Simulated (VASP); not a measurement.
Runs of VASP 6.6.1 on Co. The structure is that of space group P6/mmm (No. 191), or close to it. The cells are those of the table. This isn't the form of Co at room conditions, which is hcp.

```tsv
cell	k mesh	gap on the mesh (eV)	pressure (GPa)	moment (μB)
a = 3.939, b = 3.939, c = 2.410 Å, angles 90.0, 90.0, 120.0°, 3 atoms	10 × 10 × 15	none	-0.2	(b)
a = 3.831, b = 3.831, c = 2.344 Å, angles 90.0, 90.0, 120.0°, 3 atoms	10 × 10 × 15	none	22.3	5.12
a = 3.886, b = 3.886, c = 2.377 Å, angles 90.0, 90.0, 120.0°, 3 atoms	10 × 10 × 15	none	9.6	(a)
a = 3.991, b = 3.991, c = 2.442 Å, angles 90.0, 90.0, 120.0°, 3 atoms	10 × 10 × 15	none	-7.8	(c)
a = 3.939, b = 3.939, c = 2.410 Å, angles 90.0, 90.0, 120.0°, 3 atoms	9 × 9 × 13	none	-0.3	5.25
```

Alike in all rows: task single point; level r2SCAN; potentials or basis VASP PAW PBE potentials, release 64 (Co); spin collinear, ferromagnetic start; cutoff (eV) 520; smearing fermi-dirac 0.05 eV.

Q: Estimate the missing entries.

A: (a) 5.18; (b) 5.27; (c) 5.37.

Caveats: the PAW data sets were made with another functional, which shifts forces and pressure a little; the cell stands under pressure (at least some runs); the cell stands under tension (at least some runs).

A gap of «none» marks levels without a gap at the run's occupations.
